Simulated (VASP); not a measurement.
# HgTe (Fm-3m) in VASP: further runs

The runs below take HgTe through single point, relaxation of cell and atoms, with PBE-based screened hybrid with 25 % exact exchange, RPBE, revPBE, PBE.

Program: VASP 6.6.1. These are calculated values, not measurements. Logs are shortened: lines on timing, memory, paths and dates and some standing lists are left out, and cuts for length are marked.

## 1. The cell of the first run

It takes space group Fm-3m (No. 225, cubic). The conventional cell has a = 6.136 Å, b = 6.136 Å, c = 6.136 Å, α = 90.00°, β = 90.00°, γ = 90.00°. Within 4.0 Å of Hg (site symmetry m-3m) lie 6 Te at 3.07 Å. Te (site symmetry m-3m) has 6 Hg at 3.07 Å within 4.0 Å.

## 2. Single point, PBE-based screened hybrid with 25 % exact exchange

The input, POSCAR:

```
HgTe
1.0
    0.0000000000      3.0680034511      3.0680034511
    3.0680034511      0.0000000000      3.0680034511
    3.0680034511      3.0680034511      0.0000000000
Hg Te
1 1
Direct
    0.0000000000      0.0000000000      0.0000000000
    0.5000000000      0.5000000000      0.5000000000
```

The input, INCAR.step1:

```
SYSTEM = HgTe
ALGO     = Normal         ! electronic algorithm
EDIFF    = 1E-5           ! SCF threshold, eV
ENCUT    = 520            ! plane-wave cutoff, eV
GGA      = PE             ! functional
ISIF     = 2              ! what is computed and relaxed
ISMEAR   = -1             ! smearing method
LASPH    = .TRUE.         ! aspherical terms in the spheres
LCHARG   = .FALSE.        ! write CHGCAR
LREAL    = .FALSE.        ! projectors in reciprocal space
LWAVE    = .TRUE.         ! write WAVECAR
NBANDS   = 16             ! bands
NELM     = 60             ! most SCF steps
PREC     = Accurate       ! precision mode
SIGMA    = 0.05           ! smearing width, eV
```

The input, INCAR.step2:

```
SYSTEM = HgTe
AEXX     = 0.25           ! exact-exchange fraction
ALGO     = Normal         ! electronic algorithm
EDIFF    = 1E-6           ! SCF threshold, eV
ENCUT    = 520            ! plane-wave cutoff, eV
GGA      = PE             ! functional
HFSCREEN = 0.3            ! screening, 1/A
ISIF     = 2              ! what is computed and relaxed
ISMEAR   = -1             ! smearing method
ISTART   = 1            
LASPH    = .TRUE.         ! aspherical terms in the spheres
LCHARG   = .FALSE.        ! write CHGCAR
LHFCALC  = .TRUE.         ! exact exchange
LREAL    = .FALSE.        ! projectors in reciprocal space
LWAVE    = .FALSE.        ! write WAVECAR
NBANDS   = 16             ! bands
NELM     = 60             ! most SCF steps
PREC     = Accurate       ! precision mode
PRECFOCK = Normal       
SIGMA    = 0.05           ! smearing width, eV
```

The input, KPOINTS:

```
k-points
0
G
  4 4 4
  0 0 0
```

Potentials or basis: VASP PAW PBE potentials, release 64 (Hg, Te).

The run is started by

```bash
$ cat potpaw_PBE.64/Hg/POTCAR potpaw_PBE.64/Te/POTCAR > POTCAR
$ cp INCAR.step1 INCAR
$ mpirun -np 1 vasp_std > vasp.out
$ cp INCAR.step2 INCAR
$ mpirun -np 1 vasp_std > vasp.out
```

OUTCAR:

```text
SYSTEM = HgTe
   AEXX = 0.25
   EDIFF = 1E-6
   ENCUT = 520
   GGA = PE
   HFSCREEN = 0.3
   ISIF = 2
   ISMEAR = -1
   ISTART = 1
   LASPH = .TRUE.
   LHFCALC = .TRUE.
   LREAL = .FALSE.
   NELM = 60
   PREC = Accurate
   PRECFOCK = Normal

 ion  position               nearest neighbor table
   1  0.000  0.000  0.000-   2 3.07   2 3.07   2 3.07   2 3.07   2 3.07   2 3.07
   2  0.500  0.500  0.500-   1 3.07   1 3.07   1 3.07   1 3.07   1 3.07   1 3.07

  LATTYP: Found a face centered cubic cell.
 ALAT       =     6.1360069022

  Lattice vectors:

 A1 = (   0.0000000000,   3.0680034511,   3.0680034511)
 A2 = (   3.0680034511,   0.0000000000,   3.0680034511)
 A3 = (   3.0680034511,   3.0680034511,   0.0000000000)

Analysis of symmetry for initial positions (statically):
=====================================================================
 Subroutine PRICEL returns:
 Original cell was already a primitive cell.

 Routine SETGRP: Setting up the symmetry group for a
 face centered cubic supercell.

 Subroutine GETGRP returns: Found 48 space group operations
 (whereof 48 operations were pure point group operations)
 out of a pool of 48 trial point group operations.

The static configuration has the point symmetry O_h .

Analysis of symmetry for dynamics (positions and initial velocities):
=====================================================================
 Subroutine PRICEL returns:
 Original cell was already a primitive cell.

 Routine SETGRP: Setting up the symmetry group for a
 face centered cubic supercell.

 Subroutine GETGRP returns: Found 48 space group operations
 (whereof 48 operations were pure point group operations)
 out of a pool of 48 trial point group operations.

The dynamic configuration has the point symmetry O_h .

 Subroutine INISYM returns: Found 48 space group operations
 (whereof 48 operations are pure point group operations),
 and found     1 'primitive' translations

----------------------------------------------------------------------------------------

                                     Primitive cell

  volume of cell :      57.7561

  direct lattice vectors                    reciprocal lattice vectors
     0.000000000  3.068003451  3.068003451    -0.162972437  0.162972437  0.162972437
[... 72 lines left out ...]
   NSW    =      0    number of steps for IOM
   IBRION =     -1    ionic relax: 0-MD 1-quasi-New 2-CG
   NFREE  =      0    steps in history (QN), initial steepest desc. (CG)
   ISIF   =      2    stress and relaxation
   ISYM   =      3    0-nonsym 1-usesym 2-fastsym
   POTIM  = 0.5000    time-step for ionic-motion
   TEBEG  =    0.0;   TEEND  =   0.0 temperature during run
   PSTRESS=    0.0 pullay stress
   NELECT =      18.0000    total number of electrons
   NUPDOWN=      -1.0000    fix difference up-down
   EMIN   =  10.00;   EMAX   =-10.00  energy-range for DOS
   EFERMI =   0.00;   METHOD = LEGACY
   ISMEAR =    -1;   SIGMA  =   0.05  broadening in eV -4-tet -1-fermi 0-gaus
   EFERMI_NEDOS =   21; number of points for ismear=-14 and -15
   IALGO  =     38    algorithm
   IMIX   =      1    mixing-type and parameters
     AMIX     =   0.40;   BMIX     =  1.00
     AMIX_MAG =   1.60;   BMIX_MAG =  1.00
  volume/ion in A,a.u.               =      28.88       194.88
  Fermi-wavevector in a.u.,A,eV,Ry     =   1.109941  2.097484 16.761951  1.231969
  Thomas-Fermi vector in A             =   2.246486
   LORBIT       =      0    0 simple, 1 ext, 2 COOP (PROOUT), +10 PAW based schemes
   GGA     = PE    functional components
   LHFCALC =     T    Hartree Fock is set to
   PRECFOCK=normal    Normal, Fast or Accurate (Low or Medium for compatibility)
   ENCUT4O =  -1.0   cutoff for four orbital integrals eV
   NKREDX  =     1    reduce k-point grid by
   NKREDY  =     1    reduce k-point grid by
   NKREDZ  =     1    reduce k-point grid by
   AEXX    =    0.2500 exact exchange contribution
   HFSCREEN=    0.3000 screening length (either q_TF or 0.3 A-1)
   HFSCREENC=   0.3000 screening length for correlation (either q_TF or 0.3 A-1)
   ENCUTFOCK=  -1.0 apply spherical cutoff to Coloumb kernel
   IVDW    =     0    specifies the selected vdW correction
   LEPSILON=     F    determine dielectric tensor
   LRPA    =     F    only Hartree local field effects (RPA)
 non-spin polarized calculation
  energy-cutoff  :      520.00
  volume of cell :       57.76
 maximum number of plane-waves:      1588
  NGX = 28; NGY = 28; NGZ = 28

 number of electron      18.0000001 magnetization

 Free energy of the ion-electron system (eV)
  ---------------------------------------------------
  ext. energy  EPLUGINS =         0.00000000
  ---------------------------------------------------
  free energy    TOTEN  =        -4.00459543 eV

  energy without entropy =       -3.99460037  energy(sigma->0) =       -3.99959790

 E-fermi :   4.1962     XC(G=0):  -8.2622

 val. band max:        4.1924802131   @ k =   0.5000   0.0000   0.0000
 cond. band min:       4.6397284228   @ k =   0.5000   0.2500   0.0000
 fundamental gap:      0.4472482097
 Fermi energy:         4.1962300729

 k-point     1 :       0.0000    0.0000    0.0000
  band No.  band energies     occupation
      1      -8.9389      2.00000
      2      -3.9275      2.00000
      3      -3.9275      2.00000
      4      -3.8646      2.00000
      5      -3.8646      2.00000
      6      -3.8646      2.00000
[... 129 lines left out ...]
      3      -3.8627      2.00000
      4      -3.8627      2.00000
      5      -3.6421      2.00000
      6      -3.1106      2.00000
[... 8 lines left out ...]
     15      15.3671      0.00000
     16      17.5798      0.00000

------------------------ aborting loop because EDIFF is reached ----------------------------------------

  FORCE on cell =-STRESS in cart. coord.  units (eV):
  Direction    XX          YY          ZZ          XY          YZ          ZX
  --------------------------------------------------------------------------------------
  -------------------------------------------------------------------------------------
  Total       -0.0243181     -0.0243181     -0.0243181     -0.0000000      0.0000000     -0.0000000
  in kB       -0.6745936     -0.6745936     -0.6745936     -0.0000000      0.0000000     -0.0000000
  external PRESSURE =      -0.6745936 kB  Pullay stress =       0.0000000 kB

 VOLUME and BASIS-vectors are now :
 -----------------------------------------------------------------------------
  energy-cutoff  :      520.00
  volume of cell :       57.76
      direct lattice vectors                 reciprocal lattice vectors
     0.000000000  3.068003451  3.068003451    -0.162972437  0.162972437  0.162972437
     3.068003451  0.000000000  3.068003451     0.162972437 -0.162972437  0.162972437
     3.068003451  3.068003451  0.000000000     0.162972437  0.162972437 -0.162972437

 POSITION                                       TOTAL-FORCE (eV/Angst)
 -----------------------------------------------------------------------------------
      0.00000      0.00000      0.00000        -0.000000     -0.000000     -0.000000
      3.06800      3.06800      3.06800         0.000000      0.000000      0.000000
 -----------------------------------------------------------------------------------
    total drift:                                0.000000      0.000000      0.000000

  FREE ENERGIE OF THE ION-ELECTRON SYSTEM (eV)
  ---------------------------------------------------
  free  energy   TOTEN  =        -4.0045954309 eV

  energy  without entropy=       -3.9946003689  energy(sigma->0) =       -3.99959790
```

OSZICAR.step1:

```text
N       E                     dE             d eps       ncg     rms          rms(c)
DAV:   1     0.104720926741E+03    0.10472E+03   -0.85117E+03   256   0.101E+03
DAV:   2    -0.606745038126E-01   -0.10478E+03   -0.96989E+02   288   0.227E+02
DAV:   3    -0.340469007483E+01   -0.33440E+01   -0.33384E+01   328   0.415E+01
DAV:   4    -0.342842716300E+01   -0.23737E-01   -0.23736E-01   328   0.335E+00
DAV:   5    -0.342856624937E+01   -0.13909E-03   -0.13909E-03   368   0.197E-01    0.678E+00
DAV:   6    -0.317669615495E+01    0.25187E+00   -0.47162E-01   280   0.839E+00    0.555E+00
DAV:   7    -0.316899162488E+01    0.77045E-02   -0.82188E-02   280   0.192E+00    0.210E+00
DAV:   8    -0.316857457271E+01    0.41705E-03   -0.77416E-03   296   0.963E-01    0.590E-01
DAV:   9    -0.316857286306E+01    0.17097E-05   -0.75112E-04   280   0.280E-01    0.541E-02
DAV:  10    -0.316858302192E+01   -0.10159E-04   -0.81003E-05   336   0.853E-02    0.318E-02
DAV:  11    -0.316859256081E+01   -0.95389E-05   -0.11547E-05   264   0.221E-02
   1 F= -.31685926E+01 E0= -.31589091E+01  d E =-.193669E-01
```

Run time: 11 min. Hardware: 1 thread of Intel Xeon Platinum 8375C at 2.90GHz (Ice Lake), shared host; peak memory 0.3 GiB.

What came out:

| Item | Value |
| --- | --- |
| Free energy | -4.0046 eV |
| Pressure | -0.1 GPa |
| Band gap on the k mesh | zero (bands 9 and 10 overlap by 2.61 eV) |

Caveat: the k points lie up to 0.44 Å⁻¹ apart, too coarse for converged energies and pressures of a metal; the PAW data sets were made with another functional, which shifts forces and pressure a little; spin-orbit coupling is left out, which moves the levels of the heavy elements.

## 3. Single point, RPBE

This run uses another cell than the first one, of 30.18 Å³/atom.

The input, INCAR:

```
SYSTEM = HgTe
PREC     = Accurate       ! precision mode
ENCUT    = 520            ! plane-wave cutoff, eV
EDIFF    = 1E-6           ! SCF threshold, eV
ISMEAR   = -1             ! smearing method
SIGMA    = 0.025          ! smearing width, eV
LREAL    = .FALSE.        ! projectors in reciprocal space
LASPH    = .TRUE.         ! aspherical terms in the spheres
NELM     = 100            ! most SCF steps
ALGO     = Normal         ! electronic algorithm
ISIF     = 2              ! what is computed and relaxed
LWAVE    = .FALSE.        ! write WAVECAR
LCHARG   = .TRUE.         ! write CHGCAR
GGA      = RP             ! functional
LELF     = .TRUE.         ! ELF
LVHAR    = .TRUE.       
NBANDS   = 16             ! bands
```

The input, KPOINTS:

```
Automatic mesh
0
G
  7 7 7
  0 0 0
```

The input, POSCAR:

```
HgTe
1.0
    0.0000000000      3.1134363891      3.1134363891
    3.1134363891      0.0000000000      3.1134363891
    3.1134363891      3.1134363891      0.0000000000
Hg Te
1 1
Direct
    0.0000000000      0.0000000000      0.0000000000
    0.5000000000      0.5000000000      0.5000000000
```

Potentials or basis: VASP PAW PBE potentials, release 64 (Hg, Te).

The run is started by

```bash
$ cat potpaw_PBE.64/Hg/POTCAR potpaw_PBE.64/Te/POTCAR > POTCAR
$ mpirun -np 1 vasp_std > vasp.out
```

Wall time 15 s (1 thread of AMD EPYC 9R45 (Zen 5), shared host); peak memory 0.18 GiB.

It converged, with:

* Free energy: -2.5589 eV
* Pressure: 0.1 GPa
* Band gap on the k mesh: zero (bands 9 and 10 overlap by 2.16 eV)

Levels at points of the mesh, in eV from the Fermi level:
```csv
k point,band 6,band 7,band 8,band 9,band 10,band 11,band 12,band 13
"(0.00, 0.00, 0.00)",-6.49,-1.16,-0.66,-0.66,-0.66,7.58,7.58,7.58
```

Caveat: the PAW data sets were made with another functional, which shifts forces and pressure a little; spin-orbit coupling is left out, which moves the levels of the heavy elements.

## 4. Relaxation of cell and atoms, RPBE

This run uses another cell than the first one, of 32.16 Å³/atom.

The input, INCAR:

```
ALGO = Normal
EDIFF = 1E-6
EDIFFG = -0.01
ENCUT = 600
GGA = RP
IBRION = 2
ISIF = 3
ISMEAR = -1
LASPH = T
LCHARG = F
LREAL = F
LWAVE = F
NELM = 60
NSW = 60
PREC = Accurate
SIGMA = 0.025
```

The input, KPOINTS:

```
k-points
0
Gamma
  7 7 7
```

The input, POSCAR:

```
HgTe
1.0
    0.0000000000      3.1800000000      3.1800000000
    3.1800000000      0.0000000000      3.1800000000
    3.1800000000      3.1800000000      0.0000000000
Hg Te
1 1
Direct
    0.0000000000      0.0000000000      0.0000000000
    0.5000000000      0.5000000000      0.5000000000
```

The run is started by

```bash
$ cat potpaw_PBE.64/Hg/POTCAR potpaw_PBE.64/Te/POTCAR > POTCAR
$ mpirun -np 1 vasp_std > vasp.out
```

Run time: 27 s. Hardware: 1 thread of AMD EPYC 9R45 (Zen 5), shared host; peak memory 0.19 GiB.

It converged, with:

* Free energy: -2.5594 eV
* Relaxed volume: 30.27 Å³/atom
* Relaxed cell: a = 4.407 Å, b = 4.407 Å, c = 4.407 Å, α = 60.00°, β = 60.00°, γ = 60.00°
* Space group after relaxing (to 0.1 Å): Fm-3m (No. 225)
* Energy gained by relaxing: 12.5 meV/atom
* Ionic steps: 3
* Pressure after relaxing: 0.0 GPa
* Band gap on the k mesh: zero (bands 9 and 10 overlap by 2.15 eV)

Step by step:
```csv
step,energy change (eV),largest force (eV/Å),pressure (GPa),volume (Å³)
1,0.0000,0.0000,-1.98,64.31
2,-0.0250,0.0000,-0.10,60.69
3,-0.0251,0.0000,-0.01,60.53
```

Final structure:
```
Hg Te
1.0
     0.00000    3.11642    3.11642
     3.11642    0.00000    3.11642
     3.11642    3.11642    0.00000
Hg Te
1 1
Direct
  0.00000 0.00000 0.00000
  0.50000 0.50000 0.50000
```

Levels at points of the mesh, in eV from the Fermi level:
| k point | band 5 | band 6 | band 7 | band 8 | band 9 | band 10 | band 11 | band 12 | band 13 |
| --- | --- | --- | --- | --- | --- | --- | --- | --- | --- |
| (0.00, 0.00, 0.00) | -6.48 | -6.48 | -1.16 | -0.65 | -0.65 | -0.65 | 7.58 | 7.58 | 7.58 |

Caveat: the PAW data sets were made with another functional, which shifts forces and pressure a little; spin-orbit coupling is left out, which moves the levels of the heavy elements.

## 5. Single point, revPBE, non-collinear spin, zero start, spin-orbit coupling

This run uses another cell than the first one, of 29.69 Å³/atom.

The input, INCAR:

```
PREC = Accurate
ENCUT = 520
EDIFF = 1E-7
ISMEAR = 1
SIGMA = 0.1
LREAL = F
LASPH = T
NELM = 150
ALGO = Normal
ISIF = 2
LWAVE = F
LCHARG = F
MAGMOM = 0 0 0 0 0 0
LORBIT = 11
LSORBIT = T
GGA_COMPAT = F
LORBMOM = T
GGA = RE
NBANDS = 30
```

The input, KPOINTS:

```
Automatic mesh
0
Gamma
  7 7 7
```

The input, POSCAR:

```
HgTe
1.0
    0.0000000000      3.0965318382      3.0965318382
    3.0965318382      0.0000000000      3.0965318382
    3.0965318382      3.0965318382      0.0000000000
Hg Te
1 1
Direct
    0.0000000000      0.0000000000      0.0000000000
    0.5000000000      0.5000000000      0.5000000000
```

Potentials or basis: VASP PAW PBE potentials, release 64 (Hg, Te).

The run is started by

```bash
$ cat potpaw_PBE.64/Hg/POTCAR potpaw_PBE.64/Te/POTCAR > POTCAR
$ mpirun -np 1 vasp_ncl > vasp.out
```

OUTCAR:

```text
PREC = Accurate
   ENCUT = 520
   EDIFF = 1E-7
   ISMEAR = 1
   LREAL = F
   LASPH = T
   NELM = 150
   ISIF = 2
   LORBIT = 11
   LSORBIT = T
   GGA = RE

 ion  position               nearest neighbor table
   1  0.000  0.000  0.000-   2 3.10   2 3.10   2 3.10   2 3.10   2 3.10   2 3.10
   2  0.500  0.500  0.500-   1 3.10   1 3.10   1 3.10   1 3.10   1 3.10   1 3.10

  LATTYP: Found a face centered cubic cell.
 ALAT       =     6.1930636764

  Lattice vectors:

 A1 = (   0.0000000000,   3.0965318382,   3.0965318382)
 A2 = (   3.0965318382,   0.0000000000,   3.0965318382)
[... 947 lines left out ...]
    -0.0000859    -0.0000215     0.0000000    -0.0000215     0.0000000
 l=   3
     0.0000000     0.0000000     0.0000000     0.0000000     0.0000000     0.0000000     0.0000000
     0.0000000     0.0000000     0.0000000     0.0000000     0.0000000     0.0000000     0.0000000
     0.0000000     0.0000000     0.0000000     0.0000000     0.0000000     0.0000000     0.0000000
     0.0000000     0.0000000     0.0000000     0.0000000     0.0000000     0.0000000     0.0000000
     0.0000000     0.0000000     0.0000000     0.0000000     0.0000000     0.0000000     0.0000000
     0.0000000     0.0000000     0.0000000     0.0000000     0.0000000     0.0000000     0.0000000
     0.0000000     0.0000000     0.0000000     0.0000000     0.0000000     0.0000000     0.0000000

 total charge

# of ion       s       p       d       tot
------------------------------------------
    1        0.770   0.289   9.354  10.412
    2        1.400   1.870   0.028   3.298
--------------------------------------------------
tot          2.170   2.158   9.382  13.711

 magnetization (x)

# of ion       s       p       d       tot
------------------------------------------
    1        0.000  -0.000   0.000  -0.000
    2       -0.000   0.000  -0.000  -0.000
--------------------------------------------------
tot         -0.000   0.000  -0.000  -0.000

 magnetization (y)

# of ion       s       p       d       tot
------------------------------------------
    1        0.000  -0.000  -0.000  -0.000
    2       -0.000   0.000   0.000  -0.000
--------------------------------------------------
tot         -0.000  -0.000  -0.000  -0.000

 magnetization (z)

# of ion       s       p       d       tot
------------------------------------------
    1        0.000  -0.000   0.000  -0.000
    2       -0.000   0.000  -0.000   0.000
--------------------------------------------------
tot         -0.000   0.000  -0.000  -0.000
```

It took 72 s on 1 thread of AMD EPYC 9R45 (Zen 5), shared host; peak memory 0.37 GiB.

What came out:

* Free energy: -3.0492 eV
* Pressure: 0.3 GPa
* Net moment: 0.00 μB per cell
* Valence electrons inside the program's atomic spheres: Hg 10.41; Te 3.30

Moments on the atoms (μB; x, y, z):
```
Hg  0.00 0.00 0.00
Te  0.00 0.00 0.00
```

Caveat: the PAW data sets were made with another functional, which shifts forces and pressure a little.

## 6. Single point, PBE, non-collinear spin, zero start, spin-orbit coupling

This run uses another cell than the first one, of 32.16 Å³/atom.

The input, INCAR:

```
  ALGO = Normal
  EDIFF = 1E-7
  ENCUT = 520
  GGA = PE
  GGA_COMPAT = False
  ISIF = 2
  ISMEAR = 0
  LASPH = True
  LCHARG = False
  LORBIT = 11
  LORBMOM = True
  LREAL = False
  LSORBIT = True
  LWAVE = False
  MAGMOM = 0 0 0 0 0 0
  NBANDS = 30
  NELM = 150
  PREC = Accurate
  SIGMA = 0.15
```

The input, KPOINTS:

```
k-points
0
Gamma
  7 7 7
```

The input, POSCAR:

```
HgTe
1.0
    0.0000000000      3.1800000000      3.1800000000
    3.1800000000      0.0000000000      3.1800000000
    3.1800000000      3.1800000000      0.0000000000
Hg Te
1 1
Direct
    0.0000000000      0.0000000000      0.0000000000
    0.5000000000      0.5000000000      0.5000000000
```

Potentials or basis: VASP PAW PBE potentials, release 64 (Hg, Te).

The run is started by

```bash
$ cat potpaw_PBE.64/Hg/POTCAR potpaw_PBE.64/Te/POTCAR > POTCAR
$ mpirun -np 1 vasp_ncl > vasp.out
```

Wall time 64 s (1 thread of AMD EPYC 9R45 (Zen 5), shared host); peak memory 0.37 GiB.

It converged, with:

* Free energy: -3.6814 eV
* Pressure: -3.6 GPa
* Net moment: 0.00 μB per cell
* Valence electrons inside the program's atomic spheres: Hg 10.37; Te 3.27

Moments on the atoms (μB; x, y, z):
```
Hg  0.00 0.00 0.00
Te  0.00 0.00 0.00
```

Caveat: the cell stands under tension.

[end of part 1 of 2]

The gap in the log of VASP goes by the Fermi energy; the results here count the filled bands.